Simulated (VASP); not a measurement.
# PtSe2 (P-3m1) in VASP: notebook

The runs below take PtSe2 through single point, with PBE.

Everything below comes from runs of VASP 6.6.1. Logs are shortened: lines on timing, memory, paths and dates and some standing lists are left out, and cuts for length are marked.

## Step 1: The cell of the first run

It takes space group P-3m1 (No. 164, trigonal). The conventional cell has a = 4.022 Å, b = 4.022 Å, c = 4.860 Å, α = 90.00°, β = 90.00°, γ = 120.00°. Pt (site symmetry -3m) has 6 Se at 2.62 Å within 3.5 Å. Se (site symmetry 3m) has 3 Pt at 2.62 Å and 6 Se at 3.36 Å within 3.5 Å.

## Step 2: Single point, PBE (strain +0.080 along x and y, -0.040 along z)

Contents of INCAR:

```
SYSTEM = PtSe2
PREC = Accurate ; ENCUT = 520
EDIFF = 1E-6 ; ISMEAR = 0
SIGMA = 0.15 ; LREAL = .FALSE.
LASPH = .TRUE. ; NELM = 80
ALGO = Normal ; ISIF = 2
LWAVE = .FALSE. ; LCHARG = .FALSE.
GGA = PE ; NBANDS = 18
```

Contents of KPOINTS:

```
Automatic mesh
0
G
  12 12 10
  0 0 0
```

Contents of POSCAR:

```
PtSe2
1.0
    4.0219206530      0.0000000000      0.0000000000
   -2.0109603265      3.4830854575      0.0000000000
    0.0000000000      0.0000000000      4.8595200000
Pt Se
1 2
Direct
    0.0000000000      0.0000000000      0.0000000000
    0.3333333333      0.6666666667      0.2500000000
    0.6666666667      0.3333333333      0.7500000000
```

Potentials or basis: VASP PAW PBE potentials, release 64 (Pt, Se).

Started as:

```bash
cat potpaw_PBE.64/Pt/POTCAR potpaw_PBE.64/Se/POTCAR > POTCAR
mpirun -np 1 vasp_std > vasp.out
```

OUTCAR:

```text
SYSTEM = PtSe2
   PREC = Accurate
   ENCUT = 520
   EDIFF = 1E-6
   ISMEAR = 0
   LREAL = .FALSE.
   LASPH = .TRUE.
   NELM = 80
   ISIF = 2
   GGA = PE

 ion  position               nearest neighbor table
   1  0.000  0.000  0.000-   2 2.62   3 2.62   2 2.62   3 2.62   3 2.62   2 2.62
   2  0.333  0.667  0.250-   1 2.62   1 2.62   1 2.62
   3  0.667  0.333  0.750-   1 2.62   1 2.62   1 2.62

  LATTYP: Found a hexagonal cell.
 ALAT       =     4.0219206530
 C/A-ratio  =     1.2082585459

  Lattice vectors:

 A1 = (   4.0219206530,   0.0000000000,   0.0000000000)
 A2 = (  -2.0109603265,   3.4830854575,   0.0000000000)
 A3 = (   0.0000000000,   0.0000000000,   4.8595200000)

Analysis of symmetry for initial positions (statically):
=====================================================================
 Subroutine PRICEL returns:
 Original cell was already a primitive cell.

 Routine SETGRP: Setting up the symmetry group for a
 hexagonal supercell.

 Subroutine GETGRP returns: Found 12 space group operations
 (whereof 12 operations were pure point group operations)
 out of a pool of 24 trial point group operations.

The static configuration has the point symmetry D_3d.

Analysis of symmetry for dynamics (positions and initial velocities):
=====================================================================
 Subroutine PRICEL returns:
 Original cell was already a primitive cell.

 Routine SETGRP: Setting up the symmetry group for a
 hexagonal supercell.

 Subroutine GETGRP returns: Found 12 space group operations
 (whereof 12 operations were pure point group operations)
 out of a pool of 24 trial point group operations.

The dynamic configuration has the point symmetry D_3d.

 Subroutine INISYM returns: Found 12 space group operations
 (whereof 12 operations are pure point group operations),
 and found     1 'primitive' translations

----------------------------------------------------------------------------------------

                                     Primitive cell

  volume of cell :      68.0755

  direct lattice vectors                    reciprocal lattice vectors
     4.021920653  0.000000000  0.000000000     0.248637426  0.143550885  0.000000000
    -2.010960326  3.483085458  0.000000000     0.000000000  0.287101770  0.000000000
     0.000000000  0.000000000  4.859520000     0.000000000  0.000000000  0.205781641

  length of vectors
     4.021920653  4.021920653  4.859520000     0.287101770  0.287101770  0.205781641

  position of ions in fractional coordinates (direct lattice)
     0.000000000  0.000000000  0.000000000
     0.333333333  0.666666667  0.250000000
     0.666666667  0.333333333  0.750000000

  ion indices of the primitive-cell ions
   primitive index   ion index
                 1           1
                 2           2
                 3           3

----------------------------------------------------------------------------------------

 KPOINTS: Automatic mesh

Automatic generation of k-mesh.
 Grid dimensions read from file:
 generate k-points for:   12   12   10

 Generating k-lattice:

  Cartesian coordinates                     Fractional coordinates (reciprocal lattice)
     0.020719786  0.011962574  0.000000000     0.083333333  0.000000000  0.000000000
     0.000000000  0.023925148  0.000000000     0.000000000  0.083333333  0.000000000
     0.000000000  0.000000000  0.020578164     0.000000000  0.000000000  0.100000000

  Length of vectors
     0.023925148  0.023925148  0.020578164

  Shift w.r.t. Gamma in fractional coordinates (k-lattice)
     0.000000000  0.000000000  0.000000000

 Subroutine IBZKPT returns following result:
 ===========================================

 Found    162 irreducible k-points:

 Following reciprocal coordinates:
            Coordinates               Weight
  0.000000  0.000000  0.000000      1.000000
  0.083333  0.000000  0.000000      6.000000
  0.166667  0.000000  0.000000      6.000000
  0.250000 -0.000000  0.000000      6.000000
  0.333333  0.000000  0.000000      6.000000
  0.416667 -0.000000  0.000000      6.000000
[... 16 lines left out ...]
  0.166667  0.000000  0.100000      6.000000
  0.000000  0.166667  0.100000      6.000000
 [... further k-points ...]
   k-points           NKPTS =    162   k-points in BZ     NKDIM =    162   number of bands    NBANDS=     18
   number of dos      NEDOS =    301   number of ions     NIONS =      3
   total plane-waves  NPLWV =  32400
   dimension x,y,z NGX =    30 NGY =   30 NGZ =   36
   dimension x,y,z NGXF=    60 NGYF=   60 NGZF=   72
   ions per type =               1   2
   NGX,Y,Z   is equivalent  to a cutoff of  12.40, 12.40, 12.32 a.u.
   NGXF,Y,Z  is equivalent  to a cutoff of  24.80, 24.80, 24.63 a.u.
 SYSTEM =  PtSe2
   PREC   = accura    normal or accurate (medium, high low for compatibility)
   ISTART =      0    job   : 0-new  1-cont  2-samecut
   ICHARG =      2    charge: 1-file 2-atom 10-const
   ISPIN  =      1    spin polarized calculation?
   LNONCOLLINEAR =      F non collinear calculations
   LSORBIT =      F    spin-orbit coupling
   LASPH  =      T    aspherical Exc in radial PAW
   ENCUT  =  520.0 eV  38.22 Ry    6.18 a.u.   7.48  7.48  9.04*2*pi/ulx,y,z
   NELM   =     80;   NELMIN=  2; NELMDL= -5     # of ELM steps
   EDIFF  = 0.1E-05   stopping-criterion for ELM
   LREAL  =      F    real-space projection
   EDIFFG = 0.1E-04   stopping-criterion for IOM
   NSW    =      0    number of steps for IOM
   IBRION =     -1    ionic relax: 0-MD 1-quasi-New 2-CG
   NFREE  =      0    steps in history (QN), initial steepest desc. (CG)
   ISIF   =      2    stress and relaxation
   ISYM   =      2    0-nonsym 1-usesym 2-fastsym
   POTIM  = 0.5000    time-step for ionic-motion
   TEBEG  =    0.0;   TEEND  =   0.0 temperature during run
   PSTRESS=    0.0 pullay stress
   NELECT =      22.0000    total number of electrons
   NUPDOWN=      -1.0000    fix difference up-down
   EMIN   =  10.00;   EMAX   =-10.00  energy-range for DOS
   EFERMI =   0.00;   METHOD = LEGACY
   ISMEAR =     0;   SIGMA  =   0.15  broadening in eV -4-tet -1-fermi 0-gaus
   EFERMI_NEDOS =   21; number of points for ismear=-14 and -15
   IALGO  =     38    algorithm
   IMIX   =      4    mixing-type and parameters
     AMIX     =   0.40;   BMIX     =  1.00
     AMIX_MAG =   1.60;   BMIX_MAG =  1.00
  volume/ion in A,a.u.               =      22.69       153.13
  Fermi-wavevector in a.u.,A,eV,Ry     =   1.123446  2.123004 17.172322  1.262130
  Thomas-Fermi vector in A             =   2.260112
   LORBIT       =      0    0 simple, 1 ext, 2 COOP (PROOUT), +10 PAW based schemes
   GGA     = PE    functional components
   LHFCALC =     F    Hartree Fock is set to
   AEXX    =    0.0000 exact exchange contribution
   IVDW    =     0    specifies the selected vdW correction
   LEPSILON=     F    determine dielectric tensor
   LRPA    =     F    only Hartree local field effects (RPA)
 non-spin polarized calculation
 Gauss-broadening in eV      SIGMA  =   0.15
  energy-cutoff  :      520.00
  volume of cell :       68.08
 maximum number of plane-waves:      1861
 NGX is ok and might be reduce to    30
   NGX = 15   NGY = 15   NGZ = 19

 number of electron      21.9999999 magnetization

 Free energy of the ion-electron system (eV)
  ---------------------------------------------------
  ext. energy  EPLUGINS =         0.00000000
  ---------------------------------------------------
  free energy    TOTEN  =       -14.01454955 eV

  energy without entropy =      -14.00409239  energy(sigma->0) =      -14.00932097

 E-fermi :   4.9327     XC(G=0): -10.1316

 val. band max:        4.9175184408   @ k =  -0.0833   0.3333   0.3000
 cond. band min:       4.9331635305   @ k =   0.0000   0.2500   0.2000
 fundamental gap:      0.0156450897
 Fermi energy:         4.9326767977

 k-point     1 :       0.0000    0.0000    0.0000
  band No.  band energies     occupation
      1      -9.7379      2.00000
      2      -7.2129      2.00000
      3      -0.8859      2.00000
      4      -0.6163      2.00000
      5      -0.6163      2.00000
      6       1.7844      2.00000
[... 10 lines left out ...]
     17      11.9984      0.00000
     18      15.7148      0.00000

 k-point     2 :       0.0833    0.0000    0.0000
  band No.  band energies     occupation
      1      -9.6796      2.00000
      2      -7.2520      2.00000
      3      -0.8126      2.00000
      4      -0.5716      2.00000
      5      -0.5399      2.00000
      6       1.6976      2.00000
[... 10 lines left out ...]
     17      12.1854      0.00000
     18      15.2488      0.00000

 k-point     3 :       0.1667    0.0000    0.0000
  band No.  band energies     occupation
      1      -9.5107      2.00000
      2      -7.3610      2.00000
      3      -0.6141      2.00000
      4      -0.4430      2.00000
      5      -0.3139      2.00000
      6       1.3256      2.00000
[... 10 lines left out ...]
     17      12.6517      0.00000
     18      14.1867      0.00000

 k-point     4 :       0.2500   -0.0000    0.0000
  band No.  band energies     occupation
      1      -9.2503      2.00000
      2      -7.5209      2.00000
      3      -0.3883      2.00000
      4      -0.2490      2.00000
      5       0.0504      2.00000
      6       0.6613      2.00000
[... 375 lines left out ...]
      4      -0.5789      2.00000
      5      -0.4444      2.00000
      6       1.6674      2.00000
[... 10 lines left out ...]
     17      12.3257      0.00000
     18      14.8357      0.00000

 k-point    23 :       0.1667    0.0000    0.1000
  band No.  band energies     occupation
      1      -9.4716      2.00000
      2      -7.4325      2.00000
      3      -0.6073      2.00000
      4      -0.4038      2.00000
      5      -0.2483      2.00000
      6       1.3910      2.00000
[... 10 lines left out ...]
     17      12.1923      0.00000
     18      13.6648      0.00000

 k-point    24 :       0.0000    0.1667    0.1000
  band No.  band energies     occupation
      1      -9.4761      2.00000
      2      -7.4187      2.00000
      3      -0.7388      2.00000
      4      -0.4684      2.00000
      5      -0.1025      2.00000
      6       1.2262      2.00000
[... 10 lines left out ...]
     17      13.0310      0.00000
     18      13.7807      0.00000

 [... further k-points ...]
[... 5 lines left out ...]
  --------------------------------------------------------------------------------------
  -------------------------------------------------------------------------------------
  Total       -4.5570639     -4.5570639     -0.9092666     -0.0000000     -0.0000000      0.0000000
  in kB     -107.2518268   -107.2518268    -21.3998540     -0.0000000     -0.0000000      0.0000000
  external PRESSURE =     -78.6345026 kB  Pullay stress =       0.0000000 kB

 VOLUME and BASIS-vectors are now :
 -----------------------------------------------------------------------------
  energy-cutoff  :      520.00
  volume of cell :       68.08
      direct lattice vectors                 reciprocal lattice vectors
     4.021920653  0.000000000  0.000000000     0.248637426  0.143550885  0.000000000
    -2.010960326  3.483085458  0.000000000     0.000000000  0.287101770  0.000000000
     0.000000000  0.000000000  4.859520000     0.000000000  0.000000000  0.205781641

 POSITION                                       TOTAL-FORCE (eV/Angst)
 -----------------------------------------------------------------------------------
      0.00000      0.00000      0.00000         0.000000      0.000000      0.000000
     -0.00000      2.32206      1.21488        -0.000000     -0.000000     -0.371504
      2.01096      1.16103      3.64464         0.000000      0.000000      0.371504
 -----------------------------------------------------------------------------------
    total drift:                                0.000000      0.000000     -0.000000

  FREE ENERGIE OF THE ION-ELECTRON SYSTEM (eV)
  ---------------------------------------------------
  free  energy   TOTEN  =       -14.0145495548 eV

  energy  without entropy=      -14.0040923875  energy(sigma->0) =      -14.00932097
```

Wall time 76 s (1 thread of Intel Xeon Platinum 8559C (Emerald Rapids), shared host); peak memory 0.32 GiB.

What came out:

- Free energy: -14.0145 eV
- Pressure: -7.9 GPa
- Largest force: 0.372 eV/Å
- Band gap on the k mesh: zero (band 11 reaches 5.56 eV, above the bottom of band 12 at 4.85 eV)

Forces in eV/Å, atoms in the order of the input:
```
Pt   0.000  0.000  0.000
Se   0.000  0.000 -0.372
Se   0.000  0.000  0.372
```

Levels at points of the mesh, in eV from the Fermi level:
```
           k point  band 7  band 8  band 9  band 10  band 11  band 12  band 13  band 14  band 15  band 16
(0.00, 0.00, 0.00)   -3.15   -1.87   -1.02    -1.02     0.63     1.08     1.08     3.15     3.65     7.07
(0.50, 0.00, 0.00)   -3.24   -2.91   -2.89    -2.76    -2.48     0.52     2.15     4.37     6.25     7.46
(0.00, 0.00, 0.50)   -3.20   -2.32   -1.56    -1.52    -1.52     1.94     1.94     5.05     5.23     6.25
(0.50, 0.00, 0.50)   -2.94   -2.79   -2.59    -2.54    -0.78     0.82     0.93     4.61     5.24     8.55
```

Caveat: the cell differs from its parent crystal (strain +0.080 along x and y, -0.040 along z); spin-orbit coupling is left out, which moves the levels of the heavy elements.

## Step 3: Single point, PBE (strain +0.080 along x and y, +0.000 along z)

Contents of INCAR:

```
SYSTEM = PtSe2
PREC     = Accurate       ! precision mode
ENCUT    = 520            ! plane-wave cutoff, eV
EDIFF    = 1E-7           ! SCF threshold, eV
ISMEAR   = 0              ! smearing method
SIGMA    = 0.15           ! smearing width, eV
LREAL    = .False.        ! projectors in reciprocal space
LASPH    = .True.         ! aspherical terms in the spheres
NELM     = 60             ! most SCF steps
ALGO     = Normal         ! electronic algorithm
ISIF     = 2              ! what is computed and relaxed
LWAVE    = .False.        ! write WAVECAR
LCHARG   = .True.         ! write CHGCAR
GGA      = PE             ! functional
LELF     = .True.         ! ELF
LVHAR    = .True.       
NBANDS   = 18             ! bands
```

Contents of KPOINTS:

```
regular mesh
0
Gamma
  12 12 10
  0 0 0
```

POSCAR: that of step 2 with these lines changed.

```diff
@@ -4,3 +4,3 @@
    -2.0109603265      3.4830854575      0.0000000000
-    0.0000000000      0.0000000000      4.8595200000
+    0.0000000000      0.0000000000      5.0620000000
 Pt Se
```

Potentials or basis: VASP PAW PBE potentials, release 64 (Pt, Se).

Started as:

```bash
cat potpaw_PBE.64/Pt/POTCAR potpaw_PBE.64/Se/POTCAR > POTCAR
mpirun -np 1 vasp_std > vasp.out
```

Wall time 2 min (1 thread of Intel Xeon Platinum 8559C (Emerald Rapids), shared host); peak memory 0.33 GiB.

It converged, with:

```
Free energy            : -13.9522 eV
Pressure               : -9.8 GPa
Largest force          : 0.739 eV/Å
Band gap on the k mesh : zero (band 11 reaches 5.00 eV, above the bottom of band 12 at 4.41 eV)
```

Forces on the atoms (eV/Å):
```
Pt   0.000  0.000  0.000
Se   0.000  0.000 -0.739
Se   0.000  0.000  0.739
```

Stress tensor (GPa, compression positive):
```
-12.27   0.00   0.00
  0.00 -12.27   0.00
  0.00   0.00  -4.89
```

Levels at points of the mesh, in eV from the Fermi level:
```
           k point  band 7  band 8  band 9  band 10  band 11  band 12  band 13  band 14  band 15  band 16
(0.00, 0.00, 0.00)   -3.04   -1.90   -0.94    -0.94     0.53     1.11     1.11     3.06     3.83     7.14
(0.50, 0.00, 0.00)   -3.09   -2.77   -2.74    -2.73    -2.44     0.53     1.98     4.31     6.07     7.32
(0.00, 0.00, 0.50)   -3.08   -2.24   -1.58    -1.37    -1.37     1.84     1.84     4.95     5.09     6.46
(0.50, 0.00, 0.50)   -2.79   -2.70   -2.52    -2.40    -0.86     0.83     0.95     4.33     5.22     8.10
```

Caveat: the cell differs from its parent crystal (strain +0.080 along x and y, +0.000 along z); spin-orbit coupling is left out, which moves the levels of the heavy elements.

## Step 4: Single point, PBE (strain +0.040 along x and y, +0.080 along z)

Contents of INCAR:

```
  PREC = Accurate
  ENCUT = 520
  EDIFF = 1E-7
  ISMEAR = 0
  SIGMA = 0.15
  LREAL = False
  LASPH = True
  NELM = 80
  ALGO = Normal
  ISIF = 2
  LWAVE = False
  LCHARG = False
  GGA = PE
  NBANDS = 18
```

Contents of KPOINTS:

```
regular mesh
0
Gamma
  12 12 10
```

Contents of POSCAR:

```
PtSe2
1.0
    3.8729606288      0.0000000000      0.0000000000
   -1.9364803144      3.3540822924      0.0000000000
    0.0000000000      0.0000000000      5.4669600000
Pt Se
1 2
Direct
    0.0000000000      0.0000000000      0.0000000000
    0.3333333333      0.6666666667      0.2500000000
    0.6666666667      0.3333333333      0.7500000000
```

Started as:

```bash
cat potpaw_PBE.64/Pt/POTCAR potpaw_PBE.64/Se/POTCAR > POTCAR
mpirun -np 1 vasp_std > vasp.out
```

Run time: 2 min. Hardware: 1 thread of Intel Xeon Platinum 8559C (Emerald Rapids), shared host; peak memory 0.34 GiB.

It converged, with:

```
Free energy            : -14.0978 eV
Pressure               : -8.0 GPa
Largest force          : 1.087 eV/Å
Band gap on the k mesh : zero (band 11 reaches 4.77 eV, above the bottom of band 12 at 4.48 eV)
```

Forces in eV/Å, atoms in the order of the input:
```
Pt   0.000  0.000  0.000
Se   0.000  0.000 -1.087
Se   0.000  0.000  1.087
```

Stress tensor (GPa, compression positive):
```
-8.47  0.00  0.00
 0.00 -8.47  0.00
 0.00  0.00 -6.99
```

Levels at points of the mesh, in eV from the Fermi level:
```tsv
k point	band 8	band 9	band 10	band 11	band 12	band 13	band 14	band 15
(0.00, 0.00, 0.00)	-2.21	-0.79	-0.79	0.26	1.33	1.33	3.36	4.14
(0.50, 0.00, 0.00)	-2.78	-2.76	-2.71	-2.49	0.66	1.87	4.37	5.76
(0.00, 0.00, 0.50)	-2.41	-1.72	-1.10	-1.10	1.87	1.87	4.88	5.40
(0.50, 0.00, 0.50)	-2.76	-2.56	-2.19	-1.24	0.96	1.23	3.96	5.07
```

Caveat: the cell differs from its parent crystal (strain +0.040 along x and y, +0.080 along z); spin-orbit coupling is left out, which moves the levels of the heavy elements; forces of over 1 eV/Å act on the atoms, so gaps and moduli don't describe the material at rest.

(Continued in part 2 of 2.)
